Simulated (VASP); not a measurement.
Wanted: the native input for a VASP 6.6.1 run.

```
Task                   : relaxation of cell and atoms
Functional             : PBE
Potentials or basis    : VASP PAW PBE potentials, release 64 (Se)
Cutoff                 : 500 eV
k mesh                 : 9 × 9 × 9
Occupations            : gaussian, width 0.1 eV
Spin                   : no spin polarisation
Target pressure        : 125 GPa
Dipole correction      : no
Further INCAR settings : ALGO = Normal; EDIFF = 1e-07; IBRION = 2; EDIFFG = -0.05; NSW = 80; ISIF = 3
```

The structure of Se lies in POSCAR:

```
Se
1.0
    1.9250000000      1.1113992682      0.8816666667
   -1.9250000000      1.1113992682      0.8816666667
    0.0000000000     -2.2227985364      0.8816666667
Se
1
Direct
    0.0000000000      0.0000000000      0.0000000000
```

The input as run:

INCAR

```
SYSTEM = Se
ALGO = Normal
EDIFF = 1E-7
EDIFFG = -0.05
ENCUT = 500
GGA = PE
GGA_COMPAT = .False.
IBRION = 2
ISIF = 3
ISMEAR = 0
LASPH = .True.
LCHARG = .False.
LREAL = .False.
LWAVE = .False.
NELM = 120
NELMIN = 4
NSW = 80
PREC = Accurate
PSTRESS = 1250.0
SIGMA = 0.1
```

KPOINTS

```
k-points
0
Gamma
  9 9 9
  0 0 0
```

Potentials or basis: VASP PAW PBE potentials, release 64 (Se).

The run is started by

```sh
$ cat potpaw_PBE.64/Se/POTCAR > POTCAR
$ mpirun -np 1 vasp_std > vasp.out
```

Results of the run:

| Item | Value |
| --- | --- |
| Relaxed volume | 12.04 Å³/atom |
| Relaxed cell | a = 2.426 Å, b = 2.426 Å, c = 2.426 Å, α = 106.54°, β = 106.54°, γ = 106.54° |
| Space group after relaxing (to 0.1 Å) | R-3m (No. 166) |
| Energy change on relaxing (the run minimises the enthalpy) | -648.2 meV/atom |
| Ionic steps | 10 |
| Pressure after relaxing | 125.4 GPa |
| Band gap on the k mesh | zero (bands 3 and 4 overlap by 13.28 eV) |

Caveat: the cell is relaxed towards a set pressure, so the run minimises the enthalpy, not the energy.

It took 52 s on 1 thread of AMD EPYC 7R43 64-Core Processor (Zen 3) (shared host), peak memory 0.09 GiB.
